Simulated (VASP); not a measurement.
# Re (P6_3/mmc) in VASP: notebook, part 2 of 2

VASP 6.6.1. The steps go on from the part before.

## Step 4: Single point, PBE (volume scaled by 0.96)

Contents of INCAR:

```
PREC     = Accurate       # precision mode
ENCUT    = 520            # plane-wave cutoff, eV
EDIFF    = 1E-6           # SCF threshold, eV
ISMEAR   = -1             # smearing method
SIGMA    = 0.05           # smearing width, eV
LREAL    = False          # projectors in reciprocal space
LASPH    = True           # aspherical terms in the spheres
NELM     = 60             # most SCF steps
ALGO     = Normal         # electronic algorithm
ISIF     = 2              # what is computed and relaxed
LWAVE    = False          # write WAVECAR
LCHARG   = False          # write CHGCAR
GGA      = PE             # functional
NBANDS   = 14             # bands
```

Contents of KPOINTS:

```
regular mesh
0
Gamma
  14 14 8
```

Contents of POSCAR:

```
Re
1.0
    2.5677224212      0.0000000000      0.0000000000
   -1.2838612106      2.2237128466      0.0000000000
    0.0000000000      0.0000000000      4.1057498614
Re
2
Direct
    0.3333333333      0.6666666667      0.2500000000
    0.6666666667      0.3333333333      0.7500000000
```

Started as:

```bash
$ cat potpaw_PBE.64/Re/POTCAR > POTCAR
$ mpirun -np 1 vasp_std > vasp.out
```

It took 54 s on 1 thread of Intel Xeon Platinum 8375C at 2.90GHz (Ice Lake), shared host; peak memory 0.16 GiB.

The run converged. Its results:

```
Free energy            : -22.3714 eV
Pressure               : 153.4 GPa
Band gap on the k mesh : zero (band 7 reaches 12.99 eV, above the bottom of band 8 at 8.43 eV)
```

Stress tensor (GPa, compression positive):
```
150.36   0.00   0.00
  0.00 150.36   0.00
  0.00   0.00 159.36
```

Levels at points of the mesh, in eV from the Fermi level:
```csv
k point,band 3,band 4,band 5,band 6,band 7,band 8,band 9,band 10,band 11,band 12
"(0.00, 0.00, 0.00)",-2.36,-2.36,-2.14,-1.12,-1.12,0.02,0.02,1.57,4.48,4.48
"(0.50, 0.00, 0.00)",-7.12,-2.93,-1.64,-1.59,-0.61,5.41,6.23,6.24,8.41,9.50
"(0.00, 0.00, 0.50)",-2.96,-2.96,-2.55,-2.55,-2.55,-2.55,3.51,3.51,3.51,3.51
"(0.50, 0.00, 0.50)",-5.63,-5.63,0.36,0.36,1.65,1.65,5.88,5.88,6.58,6.58
```

Caveat: spin-orbit coupling is left out, which moves the levels of the heavy elements.

## Step 5: Single point, PBE (volume scaled by 0.98)

Contents of INCAR:

```
SYSTEM = Re
  PREC = Accurate
  ENCUT = 520
  EDIFF = 1E-6
  ISMEAR = -1
  SIGMA = 0.05
  LREAL = .False.
  LASPH = .True.
  NELM = 100
  ALGO = Normal
  ISIF = 2
  LWAVE = .False.
  LCHARG = .False.
  GGA = PE
  NBANDS = 14
```

Contents of KPOINTS:

```
Automatic mesh
0
Gamma
  14 14 8
  0 0 0
```

Contents of POSCAR:

```
Re
1.0
    2.5854314113      0.0000000000      0.0000000000
   -1.2927157057      2.2390492819      0.0000000000
    0.0000000000      0.0000000000      4.1340662724
Re
2
Direct
    0.3333333333      0.6666666667      0.2500000000
    0.6666666667      0.3333333333      0.7500000000
```

Potentials or basis: VASP PAW PBE potentials, release 64 (Re).

Started as:

```bash
$ cat potpaw_PBE.64/Re/POTCAR > POTCAR
$ mpirun -np 1 vasp_std > vasp.out
```

OUTCAR:

```text
SYSTEM = Re
   PREC = Accurate
   ENCUT = 520
   EDIFF = 1E-6
   ISMEAR = -1
   LREAL = .False.
   LASPH = .True.
   NELM = 100
   ISIF = 2
   GGA = PE

 ion  position               nearest neighbor table
   1  0.333  0.667  0.250-   2 2.55   2 2.55   2 2.55   2 2.55   2 2.55   2 2.55
   2  0.667  0.333  0.750-   1 2.55   1 2.55   1 2.55   1 2.55   1 2.55   1 2.55

  LATTYP: Found a hexagonal cell.
 ALAT       =     2.5854314113
 C/A-ratio  =     1.5989850879

  Lattice vectors:
[... 587 lines left out ...]
      7      10.6481      1.18618
      8      14.4708      0.00000
      9      15.1516      0.00000
     10      15.5293      0.00000
     11      19.0166      0.00000
     12      19.1771      0.00000
     13      21.2014      0.00000
     14      28.2379      0.00000

 [... further k-points ...]
[... 5 lines left out ...]
  --------------------------------------------------------------------------------------
  -------------------------------------------------------------------------------------
  Total       19.6264055     19.6264055     20.9121520     -0.0000000     -0.0000000      0.0000000
  in kB     1313.9451656   1313.9451656   1400.0231006     -0.0000000     -0.0000000      0.0000000
  external PRESSURE =    1342.6378106 kB  Pullay stress =       0.0000000 kB

 VOLUME and BASIS-vectors are now :
 -----------------------------------------------------------------------------
  energy-cutoff  :      520.00
  volume of cell :       23.93
      direct lattice vectors                 reciprocal lattice vectors
     2.585431411  0.000000000  0.000000000     0.386782645  0.223309064  0.000000000
    -1.292715706  2.239049282  0.000000000     0.000000000  0.446618129  0.000000000
     0.000000000  0.000000000  4.134066272     0.000000000  0.000000000  0.241892591

 POSITION                                       TOTAL-FORCE (eV/Angst)
 -----------------------------------------------------------------------------------
     -0.00000      1.49270      1.03352         0.000000     -0.000000      0.000000
      1.29272      0.74635      3.10055        -0.000000      0.000000      0.000000
 -----------------------------------------------------------------------------------
    total drift:                               -0.000000      0.000000     -0.000000

  FREE ENERGIE OF THE ION-ELECTRON SYSTEM (eV)
  ---------------------------------------------------
  free  energy   TOTEN  =       -22.8094874974 eV

  energy  without entropy=      -22.7992846056  energy(sigma->0) =      -22.80438605
```

It took 48 s on 1 thread of Intel Xeon Platinum 8375C at 2.90GHz (Ice Lake), shared host; peak memory 0.16 GiB.

What came out:

```yaml
Free_energy: -22.8095 eV
Pressure: 134.3 GPa
Band_gap_on_the_k_mesh: zero (band 7 reaches 12.64 eV, above the bottom of band 8 at 8.21 eV)
```

Stress tensor (GPa, compression positive):
```
131.39   0.00   0.00
  0.00 131.39   0.00
  0.00   0.00 140.00
```

Caveat: spin-orbit coupling is left out, which moves the levels of the heavy elements.

## Step 6: The runs side by side

| cell | gap on the mesh (eV) | pressure (GPa) |
| --- | --- | --- |
| a = 2.550, b = 2.550, c = 4.077 Å, angles 90.0, 90.0, 120.0°, 2 atoms | none | 174.3 |
| a = 2.550, b = 2.550, c = 4.078 Å, angles 90.0, 90.0, 120.0°, 2 atoms | none | 173.7 |
| a = 2.568, b = 2.568, c = 4.106 Å, angles 90.0, 90.0, 120.0°, 2 atoms | none | 153.4 |
| a = 2.585, b = 2.585, c = 4.134 Å, angles 90.0, 90.0, 120.0°, 2 atoms | none | 134.3 |

Alike in all rows: task single point; level PBE; potentials or basis VASP PAW PBE potentials, release 64 (Re); no spin polarisation; k mesh 14 × 14 × 8; cutoff (eV) 520; smearing fermi-dirac 0.05 eV.

Caveats: spin-orbit coupling is left out, which moves the levels of the heavy elements.

Absolute energies hang on the potentials; compare differences alone.
